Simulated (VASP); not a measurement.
# SiC (F-43m) in VASP: a series of runs

SiC is run at these levels: PBEsol; tasks: single point, relaxation of cell and atoms.

All numbers are computed with VASP 6.6.1; they aren't measurements. Logs are shortened: lines on timing, memory, paths and dates and some standing lists are left out, and cuts for length are marked.

### 1 The cell of the first run

Symmetry: F-43m, No. 216, cubic system. The conventional cell has a = 4.357 Å, b = 4.357 Å, c = 4.357 Å, α = 90.00°, β = 90.00°, γ = 90.00°. Si (site symmetry -43m) has 4 C at 1.89 Å within 2.5 Å. Within 2.5 Å of C (site symmetry -43m) lie 4 Si at 1.89 Å.

### 2 Single point, PBEsol

Contents of INCAR:

```
ALGO = Normal ; EDIFF = 1E-6
ENCUT = 520 ; GGA = PS
ISIF = 2 ; ISMEAR = 0
LASPH = True ; LCHARG = False
LREAL = False ; LWAVE = False
NBANDS = 11 ; NELM = 80
PREC = Accurate ; SIGMA = 0.02
```

Contents of KPOINTS:

```
k-points
0
Gamma
  10 10 10
```

Contents of POSCAR:

```
SiC
1.0
    0.0000000000      2.1783973946      2.1783973946
    2.1783973946      0.0000000000      2.1783973946
    2.1783973946      2.1783973946      0.0000000000
Si C
1 1
Direct
    0.2500000000      0.2500000000      0.2500000000
    0.0000000000      0.0000000000      0.0000000000
```

Potentials or basis: VASP PAW PBE potentials, release 64 (Si, C).

On the command line:

```sh
cat potpaw_PBE.64/Si/POTCAR potpaw_PBE.64/C/POTCAR > POTCAR
mpirun -np 1 vasp_std > vasp.out
```

OUTCAR:

```text
EDIFF = 1E-6
   ENCUT = 520
   GGA = PS
   ISIF = 2
   ISMEAR = 0
   LASPH = True
   LREAL = False
   NELM = 80
   PREC = Accurate

 ion  position               nearest neighbor table
   1  0.250  0.250  0.250-   2 1.89   2 1.89   2 1.89   2 1.89
   2  0.000  0.000  0.000-   1 1.89   1 1.89   1 1.89   1 1.89

  LATTYP: Found a face centered cubic cell.
 ALAT       =     4.3567947892

  Lattice vectors:

 A1 = (   0.0000000000,   2.1783973946,   2.1783973946)
 A2 = (   2.1783973946,   0.0000000000,   2.1783973946)
 A3 = (   2.1783973946,   2.1783973946,   0.0000000000)

Analysis of symmetry for initial positions (statically):
=====================================================================
 Subroutine PRICEL returns:
 Original cell was already a primitive cell.

 Routine SETGRP: Setting up the symmetry group for a
 face centered cubic supercell.

 Subroutine GETGRP returns: Found 24 space group operations
 (whereof 24 operations were pure point group operations)
 out of a pool of 48 trial point group operations.

The static configuration has the point symmetry T_d .

Analysis of symmetry for dynamics (positions and initial velocities):
=====================================================================
 Subroutine PRICEL returns:
 Original cell was already a primitive cell.

 Routine SETGRP: Setting up the symmetry group for a
 face centered cubic supercell.

 Subroutine GETGRP returns: Found 24 space group operations
 (whereof 24 operations were pure point group operations)
 out of a pool of 48 trial point group operations.

The dynamic configuration has the point symmetry T_d .

 Subroutine INISYM returns: Found 24 space group operations
 (whereof 24 operations are pure point group operations),
 and found     1 'primitive' translations

----------------------------------------------------------------------------------------

                                     Primitive cell

  volume of cell :      20.6748

  direct lattice vectors                    reciprocal lattice vectors
     0.000000000  2.178397395  2.178397395    -0.229526532  0.229526532  0.229526532
     2.178397395  0.000000000  2.178397395     0.229526532 -0.229526532  0.229526532
     2.178397395  2.178397395  0.000000000     0.229526532  0.229526532 -0.229526532

  length of vectors
     3.080719140  3.080719140  3.080719140     0.397551616  0.397551616  0.397551616

  position of ions in fractional coordinates (direct lattice)
     0.250000000  0.250000000  0.250000000
[... 85 lines left out ...]
   ISYM   =      2    0-nonsym 1-usesym 2-fastsym
   POTIM  = 0.5000    time-step for ionic-motion
   TEBEG  =    0.0;   TEEND  =   0.0 temperature during run
   PSTRESS=    0.0 pullay stress
   NELECT =       8.0000    total number of electrons
   NUPDOWN=      -1.0000    fix difference up-down
   EMIN   =  10.00;   EMAX   =-10.00  energy-range for DOS
   EFERMI =   0.00;   METHOD = LEGACY
   ISMEAR =     0;   SIGMA  =   0.02  broadening in eV -4-tet -1-fermi 0-gaus
   EFERMI_NEDOS =   21; number of points for ismear=-14 and -15
   IALGO  =     38    algorithm
   IMIX   =      4    mixing-type and parameters
     AMIX     =   0.40;   BMIX     =  1.00
     AMIX_MAG =   1.60;   BMIX_MAG =  1.00
  volume/ion in A,a.u.               =      10.34        69.76
  Fermi-wavevector in a.u.,A,eV,Ry     =   1.192956  2.254360 19.363046  1.423144
  Thomas-Fermi vector in A             =   2.328982
   LORBIT       =      0    0 simple, 1 ext, 2 COOP (PROOUT), +10 PAW based schemes
   GGA     = PS    functional components
   LHFCALC =     F    Hartree Fock is set to
   AEXX    =    0.0000 exact exchange contribution
   IVDW    =     0    specifies the selected vdW correction
   LEPSILON=     F    determine dielectric tensor
   LRPA    =     F    only Hartree local field effects (RPA)
 non-spin polarized calculation
 Gauss-broadening in eV      SIGMA  =   0.02
  energy-cutoff  :      520.00
  volume of cell :       20.67
 maximum number of plane-waves:       568
   NGX = 11   NGY = 11   NGZ = 11

 number of electron       8.0000001 magnetization

 Free energy of the ion-electron system (eV)
  ---------------------------------------------------
  ext. energy  EPLUGINS =         0.00000000
  ---------------------------------------------------
  free energy    TOTEN  =       -15.91494999 eV

  energy without entropy =      -15.91494999  energy(sigma->0) =      -15.91494999

 E-fermi :   8.1869     XC(G=0): -11.5085

 val. band max:        8.0659149076   @ k =   0.0000   0.0000   0.0000
 cond. band min:       9.2989169306   @ k =   0.5000   0.5000   0.0000
 fundamental gap:      1.2330020231
 Fermi energy:         8.1868813485

 k-point     1 :       0.0000    0.0000    0.0000
  band No.  band energies     occupation
      1      -7.3648      2.00000
      2       8.0659      2.00000
      3       8.0659      2.00000
      4       8.0659      2.00000
      5      14.2628      0.00000
      6      15.3141      0.00000
      7      15.3141      0.00000
      8      15.3141      0.00000
      9      22.5270      0.00000
     10      22.5270      0.00000
     11      24.3412      0.00000
[... 309 lines left out ...]
 k-point    24 :       0.4000    0.3000    0.0000
  band No.  band energies     occupation
      1      -4.2029      2.00000
      2       2.4788      2.00000
      3       4.8802      2.00000
      4       5.4183      2.00000
      5      10.8229      0.00000
      6      13.5809      0.00000
      7      19.6280      0.00000
      8      19.9365      0.00000
      9      21.7537      0.00000
     10      26.0872      0.00000
     11      29.2475      0.00000

 [... further k-points ...]

------------------------ aborting loop because EDIFF is reached ----------------------------------------

  FORCE on cell =-STRESS in cart. coord.  units (eV):
  Direction    XX          YY          ZZ          XY          YZ          ZX
  --------------------------------------------------------------------------------------
  -------------------------------------------------------------------------------------
  Total        0.0463664      0.0463664      0.0463664     -0.0000000     -0.0000000     -0.0000000
  in kB        3.5931252      3.5931252      3.5931252     -0.0000000     -0.0000000     -0.0000000
  external PRESSURE =       3.5931252 kB  Pullay stress =       0.0000000 kB

 VOLUME and BASIS-vectors are now :
 -----------------------------------------------------------------------------
  energy-cutoff  :      520.00
  volume of cell :       20.67
      direct lattice vectors                 reciprocal lattice vectors
     0.000000000  2.178397395  2.178397395    -0.229526532  0.229526532  0.229526532
     2.178397395  0.000000000  2.178397395     0.229526532 -0.229526532  0.229526532
     2.178397395  2.178397395  0.000000000     0.229526532  0.229526532 -0.229526532

 POSITION                                       TOTAL-FORCE (eV/Angst)
 -----------------------------------------------------------------------------------
      1.08920      1.08920      1.08920         0.000000      0.000000      0.000000
      0.00000      0.00000      0.00000        -0.000000     -0.000000     -0.000000
 -----------------------------------------------------------------------------------
    total drift:                               -0.000000     -0.000000     -0.000000

  FREE ENERGIE OF THE ION-ELECTRON SYSTEM (eV)
  ---------------------------------------------------
  free  energy   TOTEN  =       -15.9149499870 eV

  energy  without entropy=      -15.9149499870  energy(sigma->0) =      -15.91494999
```

Wall time 8.2 s (1 thread of Intel Xeon 6975P-C, shared host); peak memory 0.14 GiB.

What came out:

| Item | Value |
| --- | --- |
| Free energy | -15.9149 eV |
| Pressure | 0.4 GPa |
| Band gap on the k mesh | 1.23 eV, indirect (least direct gap 4.44 eV) |

Caveat: the PAW data sets were made with another functional, which shifts forces and pressure a little.

### 3 Relaxation of cell and atoms, PBEsol

Contents of INCAR:

```
SYSTEM = SiC
ALGO = Normal ; EDIFF = 1E-6
EDIFFG = -0.005 ; ENCUT = 600
GGA = PS ; IBRION = 2
ISIF = 3 ; ISMEAR = 0
LASPH = .True. ; LCHARG = .False.
LREAL = .False. ; LWAVE = .False.
NELM = 100 ; NSW = 100
PREC = Accurate ; SIGMA = 0.02
```

Contents of KPOINTS:

```
k-points
0
Gamma
  10 10 10
  0 0 0
```

Contents of POSCAR:

```
SiC
1.0
    0.0000000000      2.1769966238      2.1769966238
    2.1769966238      0.0000000000      2.1769966238
    2.1769966238      2.1769966238      0.0000000000
Si C
1 1
Direct
    0.2500000000      0.2500000000      0.2500000000
    0.0000000000      0.0000000000      0.0000000000
```

Potentials or basis: VASP PAW PBE potentials, release 64 (Si, C).

On the command line:

```sh
cat potpaw_PBE.64/Si/POTCAR potpaw_PBE.64/C/POTCAR > POTCAR
mpirun -np 1 vasp_std > vasp.out
```

It took 30 s on 1 thread of Intel Xeon 6975P-C, shared host; peak memory 0.15 GiB.

Results (log left out):

| Item | Value |
| --- | --- |
| Free energy | -15.9161 eV |
| Relaxed volume | 10.35 Å³/atom |
| Relaxed cell | a = 3.082 Å, b = 3.082 Å, c = 3.082 Å, α = 60.00°, β = 60.00°, γ = 60.00° |
| Space group after relaxing (to 0.05 Å) | F-43m (No. 216) |
| Energy gained by relaxing | 0.1 meV/atom |
| Ionic steps | 3 |
| Pressure after relaxing | 0.0 GPa |
| Band gap on the k mesh | 1.23 eV, indirect (least direct gap 4.44 eV) |

The path:
| step | energy change (eV) | largest force (eV/Å) | pressure (GPa) | volume (Å³) |
| --- | --- | --- | --- | --- |
| 1 | 0.0000 | 0.0000 | 0.66 | 20.63 |
| 2 | 0.0000 | 0.0000 | -0.70 | 20.76 |
| 3 | -0.0001 | 0.0000 | 0.01 | 20.70 |

Final structure:
```
Si C
1.0
     0.00000    2.17911    2.17911
     2.17911    0.00000    2.17911
     2.17911    2.17911    0.00000
Si C
1 1
Direct
  0.25000 0.25000 0.25000
  0.00000 0.00000 0.00000
```

Levels at points of the mesh, in eV from the valence-band top:
| k point | band 1 | band 2 | band 3 | band 4 | band 5 | band 6 | band 7 | band 8 |
| --- | --- | --- | --- | --- | --- | --- | --- | --- |
| (0.00, 0.00, 0.00) | -15.42 | 0.00 | 0.00 | 0.00 | 6.19 | 7.24 | 7.24 | 7.24 |
| (0.50, 0.00, 0.00) | -11.82 | -8.60 | -1.06 | -1.06 | 5.37 | 7.14 | 7.14 | 9.91 |
| (0.50, 0.50, 0.00) | -10.36 | -7.83 | -3.21 | -3.21 | 1.23 | 4.20 | 13.95 | 13.95 |

Caveat: the PAW data sets were made with another functional, which shifts forces and pressure a little. A k mesh can miss the band edges.

### 4 Single point, PBEsol

This run uses another cell than the first one: it holds 32 atoms, not 2.

Contents of INCAR:

```
  PREC = Accurate
  ENCUT = 520
  EDIFF = 1E-6
  ISMEAR = 0
  SIGMA = 0.02
  LREAL = Auto
  LASPH = T
  NELM = 100
  ALGO = Normal
  ISIF = 2
  LWAVE = F
  LCHARG = F
  GGA = PS
  NBANDS = 86
```

Contents of KPOINTS:

```
Automatic mesh
0
Gamma
  2 2 2
  0.5 0.5 0.5
```

Contents of POSCAR:

```
SiC
1.0
   -4.3567947893      4.3567947893     -4.3567947893
    4.3567947893      4.3567947893      4.3567947893
    4.3567947893     -4.3567947893     -4.3567947893
Si C
16 16
Direct
    0.2500000000      0.2500000000      0.7500000000
    0.0000000000      0.5000000000      0.7500000000
    0.5000000000      0.2500000000      0.5000000000
    0.7500000000      0.7500000000      0.7500000000
    0.2500000000      0.5000000000      0.5000000000
    0.5000000000      0.0000000000      0.7500000000
    0.0000000000      0.7500000000      0.5000000000
    0.7500000000      0.2500000000      0.2500000000
    0.5000000000      0.5000000000      0.2500000000
    0.7500000000      0.0000000000      0.5000000000
    0.0000000000      0.2500000000      0.0000000000
    0.2500000000      0.7500000000      0.2500000000
    0.0000000000      0.0000000000      0.2500000000
    0.7500000000      0.5000000000      0.0000000000
    0.5000000000      0.7500000000      0.0000000000
    0.2500000000      0.0000000000      0.0000000000
    0.2500000000      0.2500000000      0.5000000000
    0.0000000000      0.5000000000      0.5000000000
    0.5000000000      0.2500000000      0.2500000000
    0.7500000000      0.7500000000      0.5000000000
    0.2500000000      0.5000000000      0.2500000000
    0.5000000000      0.0000000000      0.5000000000
    0.0000000000      0.7500000000      0.2500000000
    0.7500000000      0.2500000000      0.0000000000
    0.5000000000      0.5000000000      0.0000000000
    0.7500000000      0.0000000000      0.2500000000
    0.0000000000      0.2500000000      0.7500000000
    0.2500000000      0.7500000000      0.0000000000
    0.0000000000      0.0000000000      0.0000000000
    0.7500000000      0.5000000000      0.7500000000
    0.5000000000      0.7500000000      0.7500000000
    0.2500000000      0.0000000000      0.7500000000
```

Potentials or basis: VASP PAW PBE potentials, release 64 (Si, C).

On the command line:

```sh
cat potpaw_PBE.64/Si/POTCAR potpaw_PBE.64/C/POTCAR > POTCAR
mpirun -np 1 vasp_std > vasp.out
```

OUTCAR:

```text
PREC = Accurate
   ENCUT = 520
   EDIFF = 1E-6
   ISMEAR = 0
   LREAL = Auto
   LASPH = T
   NELM = 100
   ISIF = 2
   GGA = PS

 ion  position               nearest neighbor table
   1  0.250  0.250  0.750-  17 1.89  25 1.89  27 1.89  32 1.89   9 3.08  11 3.08  14 3.08  15 3.08
                            16 3.08   2 3.08   3 3.08   5 3.08   6 3.08  13 3.08   7 3.08  10 3.08
   2  0.000  0.500  0.750-  18 1.89  27 1.89  28 1.89  30 1.89  11 3.08  12 3.08  14 3.08  15 3.08
                            16 3.08   1 3.08   4 3.08   5 3.08   7 3.08   8 3.08  10 3.08   3 3.08
[... 398 lines left out ...]
  in kB        3.3115692      3.3115692      3.3115692      0.0000000      0.0000000      0.0000000
  external PRESSURE =       3.3115692 kB  Pullay stress =       0.0000000 kB

 VOLUME and BASIS-vectors are now :
 -----------------------------------------------------------------------------
  energy-cutoff  :      520.00
  volume of cell :      330.80
      direct lattice vectors                 reciprocal lattice vectors
    -4.356794789  4.356794789 -4.356794789     0.000000000  0.114763266 -0.114763266
     4.356794789  4.356794789  4.356794789     0.114763266  0.114763266  0.000000000
     4.356794789 -4.356794789 -4.356794789     0.114763266  0.000000000 -0.114763266

 POSITION                                       TOTAL-FORCE (eV/Angst)
 -----------------------------------------------------------------------------------
      3.26760     -1.08920     -3.26760         0.000000     -0.000000     -0.000000
      5.44599     -1.08920     -1.08920         0.000000      0.000000      0.000000
      1.08920      1.08920     -3.26760         0.000000      0.000000      0.000000
      3.26760      3.26760     -3.26760        -0.000000      0.000000      0.000000
      3.26760      1.08920     -1.08920        -0.000000     -0.000000      0.000000
      1.08920     -1.08920     -5.44599        -0.000000     -0.000000      0.000000
[... 24 lines left out ...]
      4.35679      2.17840     -2.17840         0.000000      0.000000     -0.000000
      2.17840     -2.17840     -4.35679         0.000000      0.000000     -0.000000
 -----------------------------------------------------------------------------------
    total drift:                               -0.000010     -0.000011      0.000010

  FREE ENERGIE OF THE ION-ELECTRON SYSTEM (eV)
  ---------------------------------------------------
  free  energy   TOTEN  =      -254.6234141185 eV

  energy  without entropy=     -254.6234141185  energy(sigma->0) =     -254.62341412
```

OSZICAR:

```text
N       E                     dE             d eps       ncg     rms          rms(c)
DAV:   1     0.378734199645E+03    0.37873E+03   -0.58837E+04   344   0.135E+03
DAV:   2    -0.242334567773E+03   -0.62107E+03   -0.58266E+03   436   0.233E+02
DAV:   3    -0.282629559888E+03   -0.40295E+02   -0.39947E+02   424   0.574E+01
DAV:   4    -0.283427056713E+03   -0.79750E+00   -0.79550E+00   416   0.895E+00
DAV:   5    -0.283449265945E+03   -0.22209E-01   -0.22185E-01   424   0.141E+00    0.350E+01
DAV:   6    -0.255818217757E+03    0.27631E+02   -0.88173E+01   386   0.223E+01    0.158E+01
DAV:   7    -0.254852061899E+03    0.96616E+00   -0.76275E+00   424   0.691E+00    0.674E+00
DAV:   8    -0.254643021569E+03    0.20904E+00   -0.51302E-01   386   0.192E+00    0.162E+00
DAV:   9    -0.254622558399E+03    0.20463E-01   -0.63571E-02   384   0.698E-01    0.279E-01
DAV:  10    -0.254623379470E+03   -0.82107E-03   -0.43250E-03   400   0.193E-01    0.138E-01
DAV:  11    -0.254623410490E+03   -0.31020E-04   -0.30023E-04   392   0.609E-02    0.335E-02
DAV:  12    -0.254623412391E+03   -0.19010E-05   -0.23501E-05   416   0.127E-02    0.105E-02
DAV:  13    -0.254623414500E+03   -0.21088E-05   -0.22662E-06   256   0.397E-03    0.754E-03
DAV:  14    -0.254623414119E+03    0.38137E-06   -0.27654E-07   208   0.174E-03
   1 F= -.25462341E+03 E0= -.25462341E+03  d E =-.287784E-28
```

stdout:

```text
POSCAR found type information on POSCAR SiC
 POSCAR found :  2 types and      32 ions
 scaLAPACK will be used
 -----------------------------------------------------------------------------
|                                                                             |
|                                                                             |
|     You enforced a specific xc type in the INCAR file but a different       |
|     I HOPE YOU KNOW WHAT YOU ARE DOING!                                     |
|                                                                             |
 -----------------------------------------------------------------------------

 LDA part: xc-table for (Slater+PW92), standard interpolation
 POSCAR, INCAR and KPOINTS ok, starting setup
 FFT: planning ... GRIDC
 FFT: planning ... GRID_SOFT
 FFT: planning ... GRID
 WAVECAR not read
 entering main loop
```

Wall time 3.4 min (1 thread of Intel Xeon 6975P-C, shared host); peak memory 0.41 GiB.

Results:

```
Free energy            : -254.6234 eV
Pressure               : 0.3 GPa
Band gap on the k mesh : 2.58 eV
```

Caveat: the PAW data sets were made with another functional, which shifts forces and pressure a little.

### 5 The runs side by side

```tsv
task	cell	k mesh	cutoff (eV)	gap on the mesh (eV)	pressure (GPa)
single point	a = 3.081 Å, angles 60.0°, 2 atoms	10 × 10 × 10	520	1.23	0.4
relaxation of cell and atoms	relaxed from a = 3.079 Å, angles 60.0°, 2 atoms	10 × 10 × 10	600	1.23	0.0
single point	a = 7.546 Å, angles 109.5°, 32 atoms	2 × 2 × 2, shifted	520	2.58	0.3
```

Alike in all rows: level PBEsol; potentials or basis VASP PAW PBE potentials, release 64 (Si, C); no spin polarisation; smearing gaussian 0.02 eV.

Caveats: the PAW data sets were made with another functional, which shifts forces and pressure a little.

Total energies depend on the potentials used, so only differences within one code and one set of settings carry meaning.
